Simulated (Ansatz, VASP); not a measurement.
**One calculation of RePb2, two programs**

```xyz
3
Lattice="0.0000 3.3658 3.3658 3.3658 0.0000 3.3658 3.3658 3.3658 0.0000" Properties=species:S:1:pos:R:3 pbc="T T T"
Re    0.0000    0.0000    0.0000
Pb    1.6829    1.6829    1.6829
Pb    5.0487    5.0487    5.0487
```

Change from the starting cell: species swapped into the Mg2Si type (Fm-3m, No. 225).

Alike in both runs: functional PBE; k mesh 12 × 12 × 12; occupations gaussian, width 0.1 eV; no spin polarisation.

Ansatz relaxed the structure, and its values are those at the end. VASP's run is a single point on that final structure, the one shown.

|  | VASP | Ansatz |
| --- | --- | --- |
| version | VASP 6.6.1 | Ansatz 0.2.0 |
| potentials or method | VASP PAW PBE potentials, release 64 (Re, Pb_d), cutoff 520 eV | scalar-relativistic, plane waves, PAW |
| valence electrons in the cell | 35 | 43 |

```tsv
	VASP	Ansatz	Ansatz less VASP
gap on the k mesh at the Fermi level (eV)	none	none	-
pressure (GPa)	-0.1	0.0	+0.08
```

A gap of «none» marks a metal or a gap that the smearing closes. VASP's potentials hold 35 valence electrons a cell and Ansatz's 43, so a difference there can come from the potentials and not from the codes.

Spin-orbit coupling is off throughout.
